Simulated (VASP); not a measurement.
Here is a VASP 6.6.1 calculation.

File INCAR:

```
SYSTEM = PtSe
PREC = Accurate
ENCUT = 520
EDIFF = 1E-7
ISMEAR = -1
SIGMA = 0.05
LREAL = .False.
LASPH = .True.
NELM = 60
ALGO = Normal
ISIF = 2
LWAVE = .False.
LCHARG = .False.
GGA = PE
IVDW = 12
NBANDS = 15
```

Contents of KPOINTS:

```
Automatic mesh
0
Gamma
  8 8 8
  0 0 0
```

File POSCAR:

```
PtSe
1.0
    0.0000000000      2.7984111300      2.7984111300
    2.7984111300      0.0000000000      2.7984111300
    2.7984111300      2.7984111300      0.0000000000
Pt Se
1 1
Direct
    0.5000000000      0.5000000000      0.5000000000
    0.0000000000      0.0000000000      0.0000000000
```

Potentials or basis: VASP PAW PBE potentials, release 64 (Pt, Se).

Command:

```console
$ cat potpaw_PBE.64/Pt/POTCAR potpaw_PBE.64/Se/POTCAR > POTCAR
$ mpirun -np 1 vasp_std > vasp.out
```

Problem. Estimate the dispersion energy per atom.

Solution. -0.466 eV.

Problem. Estimate the pressure.

Solution. -18.0 GPa.

Problem. Predict the band gap on the k mesh.

Solution. Zero (band 8 reaches 7.40 eV, above the bottom of band 9 at 3.94 eV).

Caveat: three body term missing; spin-orbit coupling is left out, which moves the levels of the heavy elements; pairwise dispersion overbinds metals, which lowers pressure and volume.
